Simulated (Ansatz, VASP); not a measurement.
# Two plane-wave programs on PbSe

```
Pb Se
1.0
     4.38526    0.00000    0.00000
    -0.01024    4.38525    0.00000
    -2.18751   -2.19262   11.92025
Pb Se
2 2
Direct
  0.80684 0.80730 0.61844
  0.18545 0.19981 0.38238
  0.28733 0.32315 0.62319
  0.68427 0.69990 0.37796
```

Alike in both runs: task single point; functional LDA; k mesh 6 × 6 × 3; occupations fermi-dirac, width 0.05 eV; no spin polarisation.

|  | VASP | Ansatz |
| --- | --- | --- |
| version | VASP 6.6.1 | Ansatz 0.2.0 |
| potentials or method | VASP PAW LDA potentials, release 64 (Pb_d, Se) | Ansatz PAW |
| plane-wave cutoff (eV) | 520 | 420 |
| valence electrons in the cell | 40 | 60 |

|  | VASP | Ansatz | Ansatz less VASP |
| --- | --- | --- | --- |
| gap on the k mesh at the Fermi level (eV) | 1.46 | 1.47 | +0.006 |
| least direct gap on the mesh (eV) | 1.46 | 1.47 | +0.006 |
| rms of the force components (eV/Å) | 0.251 | 0.260 | +0.0087 |

LDA's correlation is that of Perdew and Zunger in VASP and of Perdew and Wang (1992) in Ansatz. Atom by atom the forces differ by 0.009 eV/Å (rms over components). VASP's potentials hold 40 valence electrons a cell and Ansatz's 60, so a difference there can come from the potentials and not from the codes.

Neither program's run includes spin-orbit coupling. Noted on Ansatz's run: odd divisions of the mesh miss points on the zone boundary, where band edges often lie, so the gap on the mesh can be too wide.
